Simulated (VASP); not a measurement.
A run of VASP 6.6.1 is set up as follows.

File INCAR:

```
SYSTEM = SnTe
  PREC = Accurate
  ENCUT = 500
  EDIFF = 1E-6
  ISMEAR = -1
  SIGMA = 0.05
  LREAL = .False.
  LASPH = .True.
  NELM = 120
  ALGO = Normal
  ISIF = 2
  LWAVE = .False.
  LCHARG = .True.
  GGA = PE
  LELF = .True.
  LVHAR = .True.
  NBANDS = 17
  GGA_COMPAT = .False.
```

KPOINTS

```
regular mesh
0
Gamma
  7 7 7
  0 0 0
```

The input POSCAR:

```
SnTe
1.0
    3.9305596940      0.0000000000      0.0000000000
    0.0000000000      3.9305596940      0.0000000000
    0.0000000000      0.0000000000      3.9305596940
Te Sn
1 1
Direct
    0.5000000000      0.5000000000      0.5000000000
    0.0000000000      0.0000000000      0.0000000000
```

Potentials or basis: VASP PAW PBE potentials, release 64 (Te, Sn_d).

The run is started by

```bash
$ cat potpaw_PBE.64/Te/POTCAR potpaw_PBE.64/Sn_d/POTCAR > POTCAR
$ mpirun -np 1 vasp_std > vasp.out
```

Q: What does it give for the band gap on the k mesh?

A: Zero (bands 10 and 11 overlap by 1.00 eV).

Q: What does it give for the pressure?

A: -1.7 GPa.

Caveat: spin-orbit coupling is left out, which moves the levels of the heavy elements.
